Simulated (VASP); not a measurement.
# TaN (Fm-3m) in VASP: further runs

The runs below take TaN through single point, with PBE0.

All numbers are computed with VASP 6.6.1; they aren't measurements. Logs are shortened: lines on timing, memory, paths and dates and some standing lists are left out, and cuts for length are marked.

## 1. The cell of the first run

Symmetry: Fm-3m, No. 225, cubic system. The conventional cell has a = 4.393 Å, b = 4.393 Å, c = 4.393 Å, α = 90.00°, β = 90.00°, γ = 90.00°. Ta (site symmetry m-3m) has 6 N at 2.20 Å within 2.9 Å. N (site symmetry m-3m) has 6 Ta at 2.20 Å within 2.9 Å.

## 2. Single point, PBE0

Input file POSCAR:

```
TaN
1.0
    0.0000000000      2.1964814589      2.1964814589
    2.1964814589      0.0000000000      2.1964814589
    2.1964814589      2.1964814589      0.0000000000
Ta N
1 1
Direct
    0.5000000000      0.5000000000      0.5000000000
    0.0000000000      0.0000000000      0.0000000000
```

Input file INCAR.step1:

```
PREC     = Accurate       # precision mode
ENCUT    = 520            # plane-wave cutoff, eV
EDIFF    = 1E-5           # SCF threshold, eV
ISMEAR   = -1             # smearing method
SIGMA    = 0.05           # smearing width, eV
LREAL    = False          # projectors in reciprocal space
LASPH    = True           # aspherical terms in the spheres
NELM     = 60             # most SCF steps
ALGO     = Normal         # electronic algorithm
ISIF     = 2              # what is computed and relaxed
LWAVE    = True           # write WAVECAR
LCHARG   = False          # write CHGCAR
NBANDS   = 15             # bands
GGA      = PE             # functional
```

Input file INCAR.step2:

```
PREC     = Accurate       # precision mode
ENCUT    = 520            # plane-wave cutoff, eV
EDIFF    = 1E-7           # SCF threshold, eV
ISMEAR   = -1             # smearing method
SIGMA    = 0.05           # smearing width, eV
LREAL    = False          # projectors in reciprocal space
LASPH    = True           # aspherical terms in the spheres
NELM     = 60             # most SCF steps
ALGO     = Normal         # electronic algorithm
ISIF     = 2              # what is computed and relaxed
LWAVE    = False          # write WAVECAR
LCHARG   = False          # write CHGCAR
GGA      = PE             # functional
LHFCALC  = True           # exact exchange
AEXX     = 0.25           # exact-exchange fraction
PRECFOCK = Normal       
NBANDS   = 15             # bands
ISTART   = 1
```

Input file KPOINTS:

```
Automatic mesh
0
Gamma
  6 6 6
```

Potentials or basis: VASP PAW PBE potentials, release 64 (Ta_pv, N).

Command:

```bash
$ cat potpaw_PBE.64/Ta_pv/POTCAR potpaw_PBE.64/N/POTCAR > POTCAR
$ cp INCAR.step1 INCAR
$ mpirun -np 1 vasp_std > vasp.out
$ cp INCAR.step2 INCAR
$ mpirun -np 1 vasp_std > vasp.out
```

OUTCAR:

```text
PREC = Accurate
   ENCUT = 520
   EDIFF = 1E-7
   ISMEAR = -1
   LREAL = False
   LASPH = True
   NELM = 60
   ISIF = 2
   GGA = PE
   LHFCALC = True
   AEXX = 0.25
   PRECFOCK = Normal
   ISTART = 1

 ion  position               nearest neighbor table
   1  0.500  0.500  0.500-   2 2.20   2 2.20   2 2.20   2 2.20   2 2.20   2 2.20
   2  0.000  0.000  0.000-   1 2.20   1 2.20   1 2.20   1 2.20   1 2.20   1 2.20

  LATTYP: Found a face centered cubic cell.
 ALAT       =     4.3929629178

  Lattice vectors:

 A1 = (   0.0000000000,   2.1964814589,   2.1964814589)
 A2 = (   2.1964814589,   0.0000000000,   2.1964814589)
 A3 = (   2.1964814589,   2.1964814589,   0.0000000000)

Analysis of symmetry for initial positions (statically):
=====================================================================
 Subroutine PRICEL returns:
 Original cell was already a primitive cell.

 Routine SETGRP: Setting up the symmetry group for a
 face centered cubic supercell.

 Subroutine GETGRP returns: Found 48 space group operations
 (whereof 48 operations were pure point group operations)
 out of a pool of 48 trial point group operations.

The static configuration has the point symmetry O_h .

Analysis of symmetry for dynamics (positions and initial velocities):
=====================================================================
 Subroutine PRICEL returns:
 Original cell was already a primitive cell.

 Routine SETGRP: Setting up the symmetry group for a
 face centered cubic supercell.

 Subroutine GETGRP returns: Found 48 space group operations
 (whereof 48 operations were pure point group operations)
 out of a pool of 48 trial point group operations.

The dynamic configuration has the point symmetry O_h .

 Subroutine INISYM returns: Found 48 space group operations
 (whereof 48 operations are pure point group operations),
 and found     1 'primitive' translations

----------------------------------------------------------------------------------------

                                     Primitive cell

  volume of cell :      21.1940

  direct lattice vectors                    reciprocal lattice vectors
     0.000000000  2.196481459  2.196481459    -0.227636795  0.227636795  0.227636795
     2.196481459  0.000000000  2.196481459     0.227636795 -0.227636795  0.227636795
     2.196481459  2.196481459  0.000000000     0.227636795  0.227636795 -0.227636795

  length of vectors
     3.106293869  3.106293869  3.106293869     0.394278495  0.394278495  0.394278495

  position of ions in fractional coordinates (direct lattice)
     0.500000000  0.500000000  0.500000000
     0.000000000  0.000000000  0.000000000

  ion indices of the primitive-cell ions
   primitive index   ion index
                 1           1
                 2           2

----------------------------------------------------------------------------------------

 KPOINTS: Automatic mesh

Automatic generation of k-mesh.
 Grid dimensions read from file:
 generate k-points for:    6    6    6

 Generating k-lattice:

  Cartesian coordinates                     Fractional coordinates (reciprocal lattice)
    -0.037939466  0.037939466  0.037939466     0.166666667  0.000000000  0.000000000
     0.037939466 -0.037939466  0.037939466     0.000000000  0.166666667  0.000000000
     0.037939466  0.037939466 -0.037939466     0.000000000  0.000000000  0.166666667

  Length of vectors
     0.065713082  0.065713082  0.065713082

  Shift w.r.t. Gamma in fractional coordinates (k-lattice)
     0.000000000  0.000000000  0.000000000

 Subroutine IBZKPT returns following result:
 ===========================================

 Found     16 irreducible k-points:

 Following reciprocal coordinates:
            Coordinates               Weight
  0.000000  0.000000  0.000000      1.000000
  0.166667  0.000000  0.000000      8.000000
  0.333333  0.000000  0.000000      8.000000
  0.500000  0.000000  0.000000      4.000000
  0.166667  0.166667  0.000000      6.000000
  0.333333  0.166667  0.000000     24.000000
[... 8 lines left out ...]
 -0.333333  0.333333  0.166667     24.000000
 -0.333333  0.500000  0.166667     12.000000
   k-points           NKPTS =     16   k-points in BZ     NKDIM =    216   number of bands    NBANDS=     15
   number of dos      NEDOS =    301   number of ions     NIONS =      2
   total plane-waves  NPLWV =  13824
   dimension x,y,z NGX =    24 NGY =   24 NGZ =   24
   dimension x,y,z NGXF=    48 NGYF=   48 NGZF=   48
   ions per type =               1   1
   NGX,Y,Z   is equivalent  to a cutoff of  12.84, 12.84, 12.84 a.u.
   NGXF,Y,Z  is equivalent  to a cutoff of  25.69, 25.69, 25.69 a.u.
 SYSTEM =  unknown system
   PREC   = accura    normal or accurate (medium, high low for compatibility)
   ISTART =      1    job   : 0-new  1-cont  2-samecut
   ICHARG =      0    charge: 1-file 2-atom 10-const
   ISPIN  =      1    spin polarized calculation?
   LNONCOLLINEAR =      F non collinear calculations
   LSORBIT =      F    spin-orbit coupling
   LASPH  =      T    aspherical Exc in radial PAW
   ENCUT  =  520.0 eV  38.22 Ry    6.18 a.u.   5.78  5.78  5.78*2*pi/ulx,y,z
   NELM   =     60;   NELMIN=  2; NELMDL=  0     # of ELM steps
   EDIFF  = 0.1E-06   stopping-criterion for ELM
   LREAL  =      F    real-space projection
   EDIFFG = 0.1E-05   stopping-criterion for IOM
   NSW    =      0    number of steps for IOM
   IBRION =     -1    ionic relax: 0-MD 1-quasi-New 2-CG
   NFREE  =      0    steps in history (QN), initial steepest desc. (CG)
   ISIF   =      2    stress and relaxation
   ISYM   =      3    0-nonsym 1-usesym 2-fastsym
   POTIM  = 0.5000    time-step for ionic-motion
   TEBEG  =    0.0;   TEEND  =   0.0 temperature during run
   PSTRESS=    0.0 pullay stress
   NELECT =      16.0000    total number of electrons
   NUPDOWN=      -1.0000    fix difference up-down
   EMIN   =  10.00;   EMAX   =-10.00  energy-range for DOS
   EFERMI =   0.00;   METHOD = LEGACY
   ISMEAR =    -1;   SIGMA  =   0.05  broadening in eV -4-tet -1-fermi 0-gaus
   EFERMI_NEDOS =   21; number of points for ismear=-14 and -15
   IALGO  =     38    algorithm
   IMIX   =      1    mixing-type and parameters
     AMIX     =   0.40;   BMIX     =  1.00
     AMIX_MAG =   1.60;   BMIX_MAG =  1.00
  volume/ion in A,a.u.               =      10.60        71.51
  Fermi-wavevector in a.u.,A,eV,Ry     =   1.490655  2.816930 30.232877  2.222054
  Thomas-Fermi vector in A             =   2.603410
   LORBIT       =      0    0 simple, 1 ext, 2 COOP (PROOUT), +10 PAW based schemes
   GGA     = PE    functional components
   LHFCALC =     T    Hartree Fock is set to
   PRECFOCK=normal    Normal, Fast or Accurate (Low or Medium for compatibility)
   ENCUT4O =  -1.0   cutoff for four orbital integrals eV
   NKREDX  =     1    reduce k-point grid by
   NKREDY  =     1    reduce k-point grid by
   NKREDZ  =     1    reduce k-point grid by
   AEXX    =    0.2500 exact exchange contribution
   HFSCREEN=    0.0000 screening length (either q_TF or 0.3 A-1)
   HFSCREENC=   0.0000 screening length for correlation (either q_TF or 0.3 A-1)
   ENCUTFOCK=  -1.0 apply spherical cutoff to Coloumb kernel
   IVDW    =     0    specifies the selected vdW correction
   LEPSILON=     F    determine dielectric tensor
   LRPA    =     F    only Hartree local field effects (RPA)
 non-spin polarized calculation
  energy-cutoff  :      520.00
  volume of cell :       21.19
 maximum number of plane-waves:       588
  NGX = 18; NGY = 18; NGZ = 18

 number of electron      16.0000002 magnetization

 Free energy of the ion-electron system (eV)
  ---------------------------------------------------
  ext. energy  EPLUGINS =         0.00000000
  ---------------------------------------------------
  free energy    TOTEN  =       -27.22222506 eV

  energy without entropy =      -27.22006908  energy(sigma->0) =      -27.22114707

 E-fermi :   9.6664     XC(G=0): -10.5622

 val. band max:        9.6113696529   @ k =   0.3333   0.0000   0.0000
 cond. band min:      10.0667483550   @ k =   0.1667   0.1667   0.0000
 fundamental gap:      0.4553787022
 Fermi energy:         9.6664009797

 k-point     1 :       0.0000    0.0000    0.0000
  band No.  band energies     occupation
      1     -29.2342      2.00000
      2     -29.2342      2.00000
      3     -29.2342      2.00000
      4     -12.0524      2.00000
      5       4.6591      2.00000
      6       4.6591      2.00000
      7       4.6591      2.00000
      8       6.8337      2.00000
      9       6.8337      2.00000
     10       6.8337      2.00000
     11      10.4142      0.00000
     12      10.4142      0.00000
     13      12.0991      0.00000
     14      19.8546      0.00000
     15      24.1766      0.00000

 k-point     2 :       0.1667    0.0000    0.0000
  band No.  band energies     occupation
      1     -29.5021      2.00000
      2     -29.2556      2.00000
      3     -29.2556      2.00000
      4     -11.3506      2.00000
      5       2.0766      2.00000
      6       2.9750      2.00000
      7       2.9750      2.00000
      8       7.8070      2.00000
      9       7.9201      2.00000
     10       7.9201      2.00000
     11      12.7128      0.00000
     12      12.7128      0.00000
     13      13.8599      0.00000
     14      21.8704      0.00000
     15      24.1763      0.00000
[... 221 lines left out ...]
      3     -29.4727      2.00000
      4      -9.6939      2.00000
      5      -0.5151      2.00000
      6       1.1574      2.00000
      7       1.3326      2.00000
      8       9.2796      1.99913
      9      10.1087      0.00029
     10      13.5862      0.00000
     11      15.4581      0.00000
     12      16.3541      0.00000
     13      20.7757      0.00000
     14      21.2771      0.00000
     15      24.1785      0.00000

 k-point    16 :      -0.3333    0.5000    0.1667
  band No.  band energies     occupation
      1     -29.9558      2.00000
      2     -29.6968      2.00000
      3     -29.5824      2.00000
      4     -10.1731      2.00000
      5       1.2560      2.00000
      6       1.2808      2.00000
      7       1.5548      2.00000
      8       6.8473      2.00000
      9      11.8838      0.00000
     10      14.1539      0.00000
     11      14.2983      0.00000
     12      15.6312      0.00000
     13      19.7024      0.00000
     14      21.4375      0.00000
     15      24.1784      0.00000

------------------------ aborting loop because EDIFF is reached ----------------------------------------

  FORCE on cell =-STRESS in cart. coord.  units (eV):
  Direction    XX          YY          ZZ          XY          YZ          ZX
  --------------------------------------------------------------------------------------
  -------------------------------------------------------------------------------------
  Total       -0.3775227     -0.3775227     -0.3775227      0.0000000      0.0000000      0.0000000
  in kB      -28.5391514    -28.5391514    -28.5391514      0.0000000      0.0000000      0.0000000
  external PRESSURE =     -28.5391514 kB  Pullay stress =       0.0000000 kB

 VOLUME and BASIS-vectors are now :
 -----------------------------------------------------------------------------
  energy-cutoff  :      520.00
  volume of cell :       21.19
      direct lattice vectors                 reciprocal lattice vectors
     0.000000000  2.196481459  2.196481459    -0.227636795  0.227636795  0.227636795
     2.196481459  0.000000000  2.196481459     0.227636795 -0.227636795  0.227636795
     2.196481459  2.196481459  0.000000000     0.227636795  0.227636795 -0.227636795

 POSITION                                       TOTAL-FORCE (eV/Angst)
 -----------------------------------------------------------------------------------
      2.19648      2.19648      2.19648         0.000000      0.000000      0.000000
      0.00000      0.00000      0.00000         0.000000      0.000000      0.000000
 -----------------------------------------------------------------------------------
    total drift:                                0.000000      0.000000      0.000000

  FREE ENERGIE OF THE ION-ELECTRON SYSTEM (eV)
  ---------------------------------------------------
  free  energy   TOTEN  =       -27.2222250596 eV

  energy  without entropy=      -27.2200690796  energy(sigma->0) =      -27.22114707
```

Run time: 50 min. Hardware: 1 thread of Oxide Virtual Turin-like, shared host; peak memory 0.12 GiB.

What came out:

- Free energy: -27.2222 eV
- Pressure: -2.9 GPa
- Band gap on the k mesh: zero (bands 8 and 9 overlap by 5.43 eV)

Caveat: the k points lie up to 0.41 Å⁻¹ apart, too coarse for converged energies and pressures of a metal; the PAW data sets were made with another functional, which shifts forces and pressure a little; spin-orbit coupling is left out, which moves the levels of the heavy elements.

(Part 1 of 2 ends here.)
